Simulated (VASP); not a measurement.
A run of VASP 6.6.1:

The input POSCAR:

```
Re
1.0
   -0.0060300000      3.0660490000      3.0136860000
    2.9329640000      0.0167610000      2.9908950000
    2.8493770000      2.9596710000      0.1003480000
Re
2
Direct
    0.1896190000      0.3073890000      0.2474630000
    0.7793800000      0.7355770000      0.7120160000
```

Contents of INCAR.step1:

```
ALGO = Normal
EDIFF = 1E-5
ENCUT = 460
GGA = PE
GGA_COMPAT = False
ISMEAR = -1
LASPH = True
LCHARG = False
LREAL = False
LWAVE = True
NBANDS = 22
NELM = 120
PREC = Accurate
SIGMA = 0.0159
```

INCAR.step2

```
ALGO = Normal
EDIFF = 1E-6
ENCUT = 460
GGA_COMPAT = False
ISIF = 2
ISMEAR = -1
ISTART = 1
LASPH = True
LCHARG = False
LMIXTAU = True
LREAL = False
LWAVE = False
METAGGA = R2SCAN
NBANDS = 22
NELM = 120
PREC = Accurate
SIGMA = 0.0159
```

The input KPOINTS:

```
k-points
0
Gamma
  5 5 6
```

Potentials or basis: VASP PAW PBE potentials, release 64 (Re_sv_GW).

Run with:

```console
$ cat potpaw_PBE.64/Re_sv_GW/POTCAR > POTCAR
$ cp INCAR.step1 INCAR
$ mpirun -np 1 vasp_std > vasp.out
$ cp INCAR.step2 INCAR
$ mpirun -np 1 vasp_std > vasp.out
```

Hardware: 1 thread of Intel(R) Xeon(R) Platinum 8259CL CPU @ 2.50GHz (Skylake/Cascade Lake) (shared host).

Problem. How long does it take, and how much memory?

Solution. Wall time 8 min on 1 thread of Intel(R) Xeon(R) Platinum 8259CL CPU @ 2.50GHz (Skylake/Cascade Lake), on a shared host, peak memory 0.21 GiB. Counts: k points 76.
